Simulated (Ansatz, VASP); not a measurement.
**Be3Te4Ir in VASP and in Ansatz**

Contents of INCAR:

```
SYSTEM = Be3Te4Ir
PREC     = Accurate       ! precision mode
ENCUT    = 600            ! plane-wave cutoff, eV
EDIFF    = 1E-7           ! SCF threshold, eV
ISMEAR   = 0              ! smearing method
SIGMA    = 0.1            ! smearing width, eV
LREAL    = .False.        ! projectors in reciprocal space
LASPH    = .True.         ! aspherical terms in the spheres
NELM     = 80             ! most SCF steps
ALGO     = Normal         ! electronic algorithm
ISIF     = 3              ! what is computed and relaxed
LWAVE    = .False.        ! write WAVECAR
LCHARG   = .False.        ! write CHGCAR
GGA      = PE             ! functional
IBRION   = 2              ! ionic algorithm
NSW      = 90             ! ionic steps
EDIFFG   = -0.04          ! ionic threshold
```

KPOINTS

```
regular mesh
0
Gamma
  4 4 4
  0 0 0
```

File POSCAR:

```
Be3Te4Ir
1.0
    5.7769242013      0.0000000000      0.0000000000
    0.0000000000      5.7769242013      0.0000000000
    0.0000000000      0.0000000000      5.7769242013
Be Te Ir
3 4 1
Direct
    0.5000000000      0.0000000000      0.0000000000
    0.0000000000      0.5000000000      0.0000000000
    0.0000000000      0.0000000000      0.5000000000
    0.2350000000      0.2350000000      0.2350000000
    0.2350000000      0.7650000000      0.7650000000
    0.7650000000      0.7650000000      0.2350000000
    0.7650000000      0.2350000000      0.7650000000
    0.0000000000      0.0000000000      0.0000000000
```

Input for Ansatz:

```yaml
crystal:
  lattice:
    - [5.7769242013, 0.0, 0.0]
    - [0.0, 5.7769242013, 0.0]
    - [0.0, 0.0, 5.7769242013]
  atoms:
    - { symbol: Be, position: [0.5, 0.0, 0.0] }
    - { symbol: Be, position: [0.0, 0.5, 0.0] }
    - { symbol: Be, position: [0.0, 0.0, 0.5] }
    - { symbol: Te, position: [0.235, 0.235, 0.235] }
    - { symbol: Te, position: [0.235, 0.765, 0.765] }
    - { symbol: Te, position: [0.765, 0.765, 0.235] }
    - { symbol: Te, position: [0.765, 0.235, 0.765] }
    - { symbol: Ir, position: [0.0, 0.0, 0.0] }
basis:
  ecutwfc: 420
kpoints:
  mp_grid: { grid: [4, 4, 4] }
hamiltonian:
  xc: pbe
scf:
  occupations: { method: gaussian, width: 0.1 }
  lower_state_search: "off"
output:
  forces: true
  stress: true
  eigenvalues: true
relax:
  adjacent_minimum: "off"
  f_tol: 0.04
  max_steps: 70
  cell: { stress_tol: 0.4 }
```

Alike in both runs: task relaxation of cell and atoms; functional PBE; k mesh 4 × 4 × 4; occupations gaussian, width 0.1 eV; no spin polarisation.

|  | VASP | Ansatz |
| --- | --- | --- |
| version | VASP 6.6.1 | Ansatz 0.2.0 |
| potentials or method | VASP PAW PBE potentials, release 64 (Be, Te, Ir), cutoff 600 eV | scalar-relativistic, plane waves, PAW |
| valence electrons in the cell | 39 | 87 |

|  | VASP | Ansatz | Ansatz less VASP |
| --- | --- | --- | --- |
| gap on the k mesh at the Fermi level, each at its own relaxed structure (eV) | none | none | - |
| relaxed volume (Å³/atom) | 21.45 | 21.66 | +0.214 |
| relaxed length of the cell vector where the two differ most in proportion (Å) | 5.557 | 5.575 | +0.0184 |

A gap of «none» marks a metal or a gap that the smearing closes. VASP's potentials hold 39 valence electrons a cell and Ansatz's 87, so a difference there can come from the potentials and not from the codes.

Spin-orbit coupling is off throughout.
